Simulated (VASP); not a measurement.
**C: single point with r2SCAN+D3(BJ)**

C:

```
C
1.0
     2.46729    0.00000    0.00000
    -1.23365    2.13674    0.00000
     0.00000    0.00000    7.80307
C
4
Direct
  0.00000 0.00000 0.25000
  0.00000 0.00000 0.75000
  0.33333 0.66667 0.25000
  0.66667 0.33333 0.75000
```

```
Program                : VASP 6.6.1
Task                   : single point
Functional             : r2SCAN
Dispersion             : D3(BJ)
Potentials or basis    : VASP PAW PBE potentials, release 64 (C)
Cutoff                 : 660 eV
k mesh                 : 9 × 9 × 4
Occupations            : gaussian, width 0.1 eV
Spin                   : no spin polarisation
Dipole correction      : no
Further INCAR settings : ALGO = Normal; EDIFF = 1e-06; NBANDS = 16
```

| Item | Value |
| --- | --- |
| Pressure | -4.0 GPa |
| Band gap on the k mesh | zero (filled and empty bands overlap) |
| Dispersion energy per atom | -0.065 eV |

Stress tensor (GPa, compression positive):
```
-4.69  0.00  0.00
 0.00 -4.69  0.00
 0.00  0.00 -2.70
```

Levels at points of the mesh, in eV from the Fermi level:
| k point | band 6 | band 7 | band 8 | band 9 | band 10 | band 11 |
| --- | --- | --- | --- | --- | --- | --- |
| (0.00, 0.00, 0.00) | -3.23 | -3.23 | -3.23 | 3.46 | 7.88 | 8.62 |
| (0.00, 0.00, 0.50) | -3.23 | -3.23 | -3.23 | 5.20 | 5.20 | 8.63 |

Wall time 2.8 min on 1 thread of AMD EPYC 7R43 64-Core Processor (Zen 3), with other jobs on the host, peak memory 0.16 GiB.

Caveat: the PAW data sets were made with another functional, which shifts forces and pressure a little.
